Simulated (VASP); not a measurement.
# NaH (Immm) in VASP: further runs

The runs below take NaH through single point, with r2SCAN.

Program: VASP 6.6.1. These are calculated values, not measurements. Logs are shortened: lines on timing, memory, paths and dates and some standing lists are left out, and cuts for length are marked.

## Step 1: The cell of the first run

Symmetry: Immm, No. 71, orthorhombic system. The conventional cell has a = 3.321 Å, b = 3.580 Å, c = 4.880 Å, α = 90.00°, β = 90.00°, γ = 90.00°. Na (site symmetry mmm) has 6 H at 2.44 Å within 3.2 Å. Within 3.2 Å of H (site symmetry mmm) lie 6 Na at 2.44 Å.

## Step 2: Single point, r2SCAN (strain -0.0750 x Voigt [0, 0, 0, 0, 0, 1])

Contents of POSCAR:

```
NaH
1.0
   -0.0915000000      2.4400000000      2.4400000000
    2.4400000000     -0.0915000000      2.4400000000
    2.3485000000      2.3485000000      0.0000000000
Na H
1 1
Direct
    0.0000000000      0.0000000000      0.0000000000
    0.5000000000      0.5000000000      0.5000000000
```

Contents of INCAR.step1:

```
PREC = Accurate
ENCUT = 520
ISMEAR = 0
SIGMA = 0.05
LREAL = F
LASPH = T
NELM = 100
NBANDS = 11
GGA = PE
ALGO = Normal
EDIFF = 1E-4
LWAVE = T
LCHARG = F
```

Contents of INCAR.step2:

```
PREC = Accurate
ENCUT = 520
EDIFF = 1E-6
ISMEAR = 0
SIGMA = 0.05
LREAL = F
LASPH = T
NELM = 100
ALGO = Normal
ISIF = 2
LWAVE = F
LCHARG = T
METAGGA = R2SCAN
LMIXTAU = T
LELF = T
LVHAR = T
NBANDS = 11
ISTART = 1
```

Contents of KPOINTS:

```
Automatic mesh
0
Gamma
  8 8 8
```

Potentials or basis: VASP PAW PBE potentials, release 64 (Na_pv, H).

The run is started by

```console
$ cat potpaw_PBE.64/Na_pv/POTCAR potpaw_PBE.64/H/POTCAR > POTCAR
$ cp INCAR.step1 INCAR
$ mpirun -np 1 vasp_std > vasp.out
$ cp INCAR.step2 INCAR
$ mpirun -np 1 vasp_std > vasp.out
```

OUTCAR:

```text
PREC = Accurate
   ENCUT = 520
   EDIFF = 1E-6
   ISMEAR = 0
   LREAL = F
   LASPH = T
   NELM = 100
   ISIF = 2
   METAGGA = R2SCAN
   ISTART = 1

 ion  position               nearest neighbor table
   1  0.000  0.000  0.000-
   2  0.500  0.500  0.500-

  LATTYP: Found a body centered orthorhombic cell.
 ALAT       =     3.3212805512
 B/A-ratio  =     1.0779220779
 C/A-ratio  =     1.4693127921

  Lattice vectors:

 A1 = (   0.0915000000,  -2.4400000000,  -2.4400000000)
 A2 = (  -0.0915000000,   2.4400000000,  -2.4400000000)
 A3 = (   2.4400000000,  -0.0915000000,   2.4400000000)

Analysis of symmetry for initial positions (statically):
=====================================================================
 Subroutine PRICEL returns:
 Original cell was already a primitive cell.

 Routine SETGRP: Setting up the symmetry group for a
 body centered orthorhombic supercell.

 Subroutine GETGRP returns: Found  8 space group operations
 (whereof  8 operations were pure point group operations)
 out of a pool of  8 trial point group operations.

The static configuration has the point symmetry D_2h.

Analysis of symmetry for dynamics (positions and initial velocities):
=====================================================================
 Subroutine PRICEL returns:
 Original cell was already a primitive cell.

 Routine SETGRP: Setting up the symmetry group for a
 body centered orthorhombic supercell.

 Subroutine GETGRP returns: Found  8 space group operations
 (whereof  8 operations were pure point group operations)
 out of a pool of  8 trial point group operations.

The dynamic configuration has the point symmetry D_2h.

 Subroutine INISYM returns: Found  8 space group operations
 (whereof  8 operations are pure point group operations),
 and found     1 'primitive' translations

----------------------------------------------------------------------------------------

                                     Primitive cell

  volume of cell :      29.0127

  direct lattice vectors                    reciprocal lattice vectors
    -0.091500000  2.440000000  2.440000000    -0.197511357  0.197511357  0.204918033
     2.440000000 -0.091500000  2.440000000     0.197511357 -0.197511357  0.204918033
     2.348500000  2.348500000  0.000000000     0.212901852  0.212901852 -0.204918033

  length of vectors
     3.451894009  3.451894009  3.321280551     0.346428741  0.346428741  0.364205708

  position of ions in fractional coordinates (direct lattice)
     0.000000000  0.000000000  0.000000000
     0.500000000  0.500000000  0.500000000

  ion indices of the primitive-cell ions
   primitive index   ion index
                 1           1
                 2           2

----------------------------------------------------------------------------------------

 KPOINTS: Automatic mesh

Automatic generation of k-mesh.
 Grid dimensions read from file:
 generate k-points for:    8    8    8

 Generating k-lattice:

  Cartesian coordinates                     Fractional coordinates (reciprocal lattice)
    -0.024688920  0.024688920  0.025614754     0.125000000  0.000000000  0.000000000
     0.024688920 -0.024688920  0.025614754     0.000000000  0.125000000  0.000000000
     0.026612732  0.026612732 -0.025614754    -0.000000000 -0.000000000  0.125000000

  Length of vectors
     0.043303593  0.043303593  0.045525713

  Shift w.r.t. Gamma in fractional coordinates (k-lattice)
     0.000000000  0.000000000  0.000000000

 Subroutine IBZKPT returns following result:
 ===========================================

 Found     95 irreducible k-points:

 Following reciprocal coordinates:
            Coordinates               Weight
  0.000000  0.000000  0.000000      1.000000
  0.125000  0.000000  0.000000      4.000000
  0.250000  0.000000  0.000000      4.000000
  0.375000  0.000000  0.000000      4.000000
  0.500000  0.000000  0.000000      2.000000
  0.125000  0.125000  0.000000      2.000000
[... 16 lines left out ...]
  0.125000  0.000000  0.125000      4.000000
  0.250000  0.000000  0.125000      8.000000
 [... further k-points ...]
   k-points           NKPTS =     95   k-points in BZ     NKDIM =     95   number of bands    NBANDS=     11
   number of dos      NEDOS =    301   number of ions     NIONS =      2
   total plane-waves  NPLWV =  21952
   dimension x,y,z NGX =    28 NGY =   28 NGZ =   28
   dimension x,y,z NGXF=    56 NGYF=   56 NGZF=   56
   ions per type =               1   1
   NGX,Y,Z   is equivalent  to a cutoff of  13.49, 13.49, 14.02 a.u.
   NGXF,Y,Z  is equivalent  to a cutoff of  26.97, 26.97, 28.03 a.u.
 SYSTEM =  unknown system
   PREC   = accura    normal or accurate (medium, high low for compatibility)
   ISTART =      1    job   : 0-new  1-cont  2-samecut
   ICHARG =      0    charge: 1-file 2-atom 10-const
   ISPIN  =      1    spin polarized calculation?
   LNONCOLLINEAR =      F non collinear calculations
   LSORBIT =      F    spin-orbit coupling
[... 63 lines left out ...]
      3     -24.4957      2.00000
      4      -5.0065      2.00000
      5       9.5753      0.00000
      6      13.7671      0.00000
      7      14.6173      0.00000
      8      14.7212      0.00000
      9      14.9997      0.00000
     10      15.5170      0.00000
     11      16.3711      0.00000

 k-point     2 :       0.1250    0.0000    0.0000
  band No.  band energies     occupation
      1     -24.5109      2.00000
      2     -24.5106      2.00000
      3     -24.4994      2.00000
      4      -4.7563      2.00000
      5       8.4305      0.00000
      6      11.7854      0.00000
      7      13.6792      0.00000
      8      14.6641      0.00000
      9      15.7600      0.00000
     10      17.1616      0.00000
     11      17.1782      0.00000

 k-point     3 :       0.2500    0.0000    0.0000
  band No.  band energies     occupation
      1     -24.5366      2.00000
      2     -24.5141      2.00000
      3     -24.5021      2.00000
      4      -4.0496      2.00000
      5       5.8981      0.00000
      6      10.7646      0.00000
      7      12.8793      0.00000
      8      13.7568      0.00000
      9      16.5615      0.00000
     10      17.1760      0.00000
     11      17.8734      0.00000

 k-point     4 :       0.3750    0.0000    0.0000
  band No.  band energies     occupation
      1     -24.5629      2.00000
      2     -24.5173      2.00000
      3     -24.5041      2.00000
      4      -3.0806      2.00000
      5       3.5994      0.00000
      6      10.3350      0.00000
      7      12.3602      0.00000
      8      13.1712      0.00000
      9      16.1373      0.00000
     10      16.7126      0.00000
     11      18.4468      0.00000

 k-point     5 :       0.5000    0.0000    0.0000
  band No.  band energies     occupation
      1     -24.5737      2.00000
      2     -24.5187      2.00000
      3     -24.5050      2.00000
      4      -2.5062      2.00000
      5       2.5658      0.00000
      6      10.2119      0.00000
      7      12.1800      0.00000
      8      12.9691      0.00000
      9      15.9106      0.00000
     10      16.5290      0.00000
     11      18.3954      0.00000
[... 211 lines left out ...]
 k-point    21 :       0.5000    0.5000    0.0000
  band No.  band energies     occupation
      1     -24.5727      2.00000
      2     -24.5333      2.00000
      3     -24.5260      2.00000
      4      -1.7023      2.00000
      5       3.5858      0.00000
      6       8.7676      0.00000
      7       8.8816      0.00000
      8      10.6599      0.00000
      9      11.4718      0.00000
     10      22.8506      0.00000
     11      24.7083      0.00000

 k-point    22 :       0.0000    0.0000    0.1250
  band No.  band energies     occupation
      1     -24.5215      2.00000
      2     -24.5057      2.00000
      3     -24.4970      2.00000
      4      -4.7276      2.00000
      5       8.7935      0.00000
      6      12.2503      0.00000
      7      12.9440      0.00000
      8      14.0655      0.00000
      9      15.6730      0.00000
     10      15.9805      0.00000
     11      17.2219      0.00000

 k-point    23 :       0.1250    0.0000    0.1250
  band No.  band energies     occupation
      1     -24.5203      2.00000
      2     -24.5064      2.00000
      3     -24.5008      2.00000
      4      -4.6552      2.00000
      5       8.5144      0.00000
      6      11.9693      0.00000
      7      12.6740      0.00000
      8      13.2901      0.00000
      9      15.7315      0.00000
     10      17.6076      0.00000
     11      17.6340      0.00000

 k-point    24 :       0.2500    0.0000    0.1250
  band No.  band energies     occupation
      1     -24.5299      2.00000
      2     -24.5158      2.00000
      3     -24.5065      2.00000
      4      -4.1134      2.00000
      5       6.7476      0.00000
      6       9.9706      0.00000
      7      11.9496      0.00000
      8      14.3200      0.00000
      9      15.3565      0.00000
     10      17.9982      0.00000
     11      19.1070      0.00000

 [... further k-points ...]

------------------------ aborting loop because EDIFF is reached ----------------------------------------

  FORCE on cell =-STRESS in cart. coord.  units (eV):
  Direction    XX          YY          ZZ          XY          YZ          ZX
  --------------------------------------------------------------------------------------
  -------------------------------------------------------------------------------------
  Total       -0.2490307     -0.2490307     -0.2820681      0.3130074     -0.0000000      0.0000000
  in kB      -13.7522967    -13.7522967    -15.5767283     17.2852982     -0.0000000      0.0000000
  external PRESSURE =     -14.3604406 kB  Pullay stress =       0.0000000 kB

 VOLUME and BASIS-vectors are now :
 -----------------------------------------------------------------------------
  energy-cutoff  :      520.00
  volume of cell :       29.01
      direct lattice vectors                 reciprocal lattice vectors
    -0.091500000  2.440000000  2.440000000    -0.197511357  0.197511357  0.204918033
     2.440000000 -0.091500000  2.440000000     0.197511357 -0.197511357  0.204918033
     2.348500000  2.348500000  0.000000000     0.212901852  0.212901852 -0.204918033

 POSITION                                       TOTAL-FORCE (eV/Angst)
 -----------------------------------------------------------------------------------
      0.00000      0.00000      0.00000         0.000000      0.000000      0.000000
      2.34850      2.34850      2.44000        -0.000000      0.000000      0.000000
 -----------------------------------------------------------------------------------
    total drift:                               -0.000000     -0.000000     -0.000000

  FREE ENERGIE OF THE ION-ELECTRON SYSTEM (eV)
  ---------------------------------------------------
  free  energy   TOTEN  =        -7.5833148381 eV

  energy  without entropy=       -7.5833148381  energy(sigma->0) =       -7.58331484
```

Wall time 1.9 min (1 thread of Intel Xeon Platinum 8259CL at 2.50GHz (Skylake/Cascade Lake), shared host); peak memory 0.17 GiB.

Results:

| Quantity | Value |
| --- | --- |
| Free energy | -7.5833 eV |
| Pressure | -1.4 GPa |
| Band gap on the k mesh | 4.08 eV, indirect (least direct gap 5.07 eV) |

Caveat: the cell differs from its parent crystal (strain -0.0750 x Voigt [0, 0, 0, 0, 0, 1]); the PAW data sets were made with another functional, which shifts forces and pressure a little.

## Step 3: Single point, r2SCAN (strain +0.1312 x Voigt [0, 0, 0, 0, 0, 1])

Contents of POSCAR:

```
NaH
1.0
    0.1600640000      2.4400000000      2.4400000000
    2.4400000000      0.1600640000      2.4400000000
    2.6000640000      2.6000640000      0.0000000000
Na H
1 1
Direct
    0.0000000000      0.0000000000      0.0000000000
    0.5000000000      0.5000000000      0.5000000000
```

Contents of INCAR.step1:

```
SYSTEM = NaH
  PREC = Accurate
  ENCUT = 520
  ISMEAR = 0
  SIGMA = 0.05
  LREAL = .False.
  LASPH = .True.
  NELM = 80
  NBANDS = 11
  GGA = PE
  ALGO = Normal
  EDIFF = 1E-4
  LWAVE = .True.
  LCHARG = .False.
```

Contents of INCAR.step2:

```
SYSTEM = NaH
  PREC = Accurate
  ENCUT = 520
  EDIFF = 1E-6
  ISMEAR = 0
  SIGMA = 0.05
  LREAL = .False.
  LASPH = .True.
  NELM = 80
  ALGO = Normal
  ISIF = 2
  LWAVE = .False.
  LCHARG = .False.
  METAGGA = R2SCAN
  LMIXTAU = .True.
  NBANDS = 11
  ISTART = 1
```

Contents of KPOINTS:

```
Automatic mesh
0
Gamma
  8 8 8
  0 0 0
```

Potentials or basis: VASP PAW PBE potentials, release 64 (Na_pv, H).

The run is started by

```console
$ cat potpaw_PBE.64/Na_pv/POTCAR potpaw_PBE.64/H/POTCAR > POTCAR
$ cp INCAR.step1 INCAR
$ mpirun -np 1 vasp_std > vasp.out
$ cp INCAR.step2 INCAR
$ mpirun -np 1 vasp_std > vasp.out
```

Run time: 1.7 min. Hardware: 1 thread of Intel Xeon Platinum 8259CL at 2.50GHz (Skylake/Cascade Lake), shared host; peak memory 0.17 GiB.

It converged, with:

```yaml
Free_energy: -7.5595 eV
Pressure: -1.3 GPa
Band_gap_on_the_k_mesh: 3.87 eV, indirect (least direct gap 5.02 eV)
```

Stress tensor (GPa, compression positive):
```
-1.11 -3.06  0.00
-3.06 -1.11  0.00
 0.00  0.00 -1.73
```

Levels at points of the mesh, in eV from the valence-band top:
| k point | band 2 | band 3 | band 4 | band 5 | band 6 | band 7 |
| --- | --- | --- | --- | --- | --- | --- |
| (0.00, 0.00, 0.00) | -23.07 | -23.06 | -3.55 | 10.91 | 14.65 | 15.50 |
| (0.50, 0.00, 0.00) | -23.08 | -23.06 | -0.58 | 4.66 | 10.94 | 12.59 |
| (0.50, 0.50, 0.00) | -23.10 | -23.09 | -0.26 | 5.03 | 9.61 | 10.06 |
| (0.00, 0.00, 0.50) | -23.09 | -23.06 | -1.15 | 3.87 | 11.85 | 13.63 |
| (0.50, 0.00, 0.50) | -23.09 | -23.08 | -0.16 | 5.11 | 10.56 | 11.19 |

Caveat: the cell differs from its parent crystal (strain +0.1312 x Voigt [0, 0, 0, 0, 0, 1]); the PAW data sets were made with another functional, which shifts forces and pressure a little. A k mesh can miss the band edges.

## Step 4: Single point, r2SCAN (strain +0.0937 x Voigt [0, 0, 0, 0, 0, 1])

Contents of POSCAR:

```
NaH
1.0
    0.1143140000      2.4400000000      2.4400000000
    2.4400000000      0.1143140000      2.4400000000
    2.5543140000      2.5543140000      0.0000000000
Na H
1 1
Direct
    0.0000000000      0.0000000000      0.0000000000
    0.5000000000      0.5000000000      0.5000000000
```

Contents of INCAR.step1:

```
PREC     = Accurate       # precision mode
ENCUT    = 520            # plane-wave cutoff, eV
ISMEAR   = 0              # smearing method
SIGMA    = 0.05           # smearing width, eV
LREAL    = False          # projectors in reciprocal space
LASPH    = True           # aspherical terms in the spheres
NELM     = 60             # most SCF steps
NBANDS   = 11             # bands
GGA      = PE             # functional
ALGO     = Normal         # electronic algorithm
EDIFF    = 1E-4           # SCF threshold, eV
LWAVE    = True           # write WAVECAR
LCHARG   = False          # write CHGCAR
```

Contents of INCAR.step2:

```
PREC     = Accurate       # precision mode
ENCUT    = 520            # plane-wave cutoff, eV
EDIFF    = 1E-7           # SCF threshold, eV
ISMEAR   = 0              # smearing method
SIGMA    = 0.05           # smearing width, eV
LREAL    = False          # projectors in reciprocal space
LASPH    = True           # aspherical terms in the spheres
NELM     = 60             # most SCF steps
ALGO     = Normal         # electronic algorithm
ISIF     = 2              # what is computed and relaxed
LWAVE    = False          # write WAVECAR
LCHARG   = False          # write CHGCAR
METAGGA  = R2SCAN         # meta-GGA
LMIXTAU  = True         
NBANDS   = 11             # bands
ISTART   = 1
```

Contents of KPOINTS:

```
Automatic mesh
0
Gamma
  8 8 8
```

The run is started by

```console
$ cat potpaw_PBE.64/Na_pv/POTCAR potpaw_PBE.64/H/POTCAR > POTCAR
$ cp INCAR.step1 INCAR
$ mpirun -np 1 vasp_std > vasp.out
$ cp INCAR.step2 INCAR
$ mpirun -np 1 vasp_std > vasp.out
```

Wall time 2 min (1 thread of Intel Xeon Platinum 8259CL at 2.50GHz (Skylake/Cascade Lake), shared host); peak memory 0.17 GiB.

The run converged. Its results:

```yaml
Free_energy: -7.5770 eV
Pressure: -1.4 GPa
Band_gap_on_the_k_mesh: 4.01 eV, indirect (least direct gap 5.05 eV)
```

Stress tensor (GPa, compression positive):
```
-1.31 -2.17  0.00
-2.17 -1.31  0.00
 0.00  0.00 -1.64
```

Levels at points of the mesh, in eV from the valence-band top:
| k point | band 1 | band 2 | band 3 | band 4 | band 5 | band 6 | band 7 | band 8 |
| --- | --- | --- | --- | --- | --- | --- | --- | --- |
| (0.00, 0.00, 0.00) | -23.02 | -23.01 | -23.00 | -3.51 | 11.04 | 15.07 | 15.92 | 16.29 |
| (0.50, 0.00, 0.00) | -23.11 | -23.03 | -23.01 | -0.64 | 4.57 | 11.10 | 12.89 | 13.72 |
| (0.50, 0.50, 0.00) | -23.08 | -23.04 | -23.04 | -0.21 | 5.08 | 10.05 | 10.29 | 12.42 |
| (0.00, 0.00, 0.50) | -23.08 | -23.03 | -23.01 | -1.04 | 4.01 | 11.77 | 13.67 | 14.68 |
| (0.50, 0.00, 0.50) | -23.10 | -23.04 | -23.03 | -0.16 | 5.12 | 10.58 | 11.19 | 11.20 |

Caveat: the cell differs from its parent crystal (strain +0.0937 x Voigt [0, 0, 0, 0, 0, 1]); the PAW data sets were made with another functional, which shifts forces and pressure a little.

## Step 5: Overview

| cell | gap on the mesh (eV) | pressure (GPa) |
| --- | --- | --- |
| a = 3.452, b = 3.452, c = 3.321 Å, angles 61.2, 61.2, 62.5°, 2 atoms | 4.08 | -1.4 |
| a = 3.454, b = 3.454, c = 3.677 Å, angles 57.8, 57.8, 55.6°, 2 atoms | 3.87 | -1.3 |
| a = 3.453, b = 3.453, c = 3.612 Å, angles 58.5, 58.5, 56.9°, 2 atoms | 4.01 | -1.4 |

Alike in all rows: task single point; level r2SCAN; potentials or basis VASP PAW PBE potentials, release 64 (Na_pv, H); no spin polarisation; k mesh 8 × 8 × 8; cutoff (eV) 520; smearing gaussian 0.05 eV.

Caveats: the PAW data sets were made with another functional, which shifts forces and pressure a little.

Absolute energies hang on the potentials; compare differences alone.
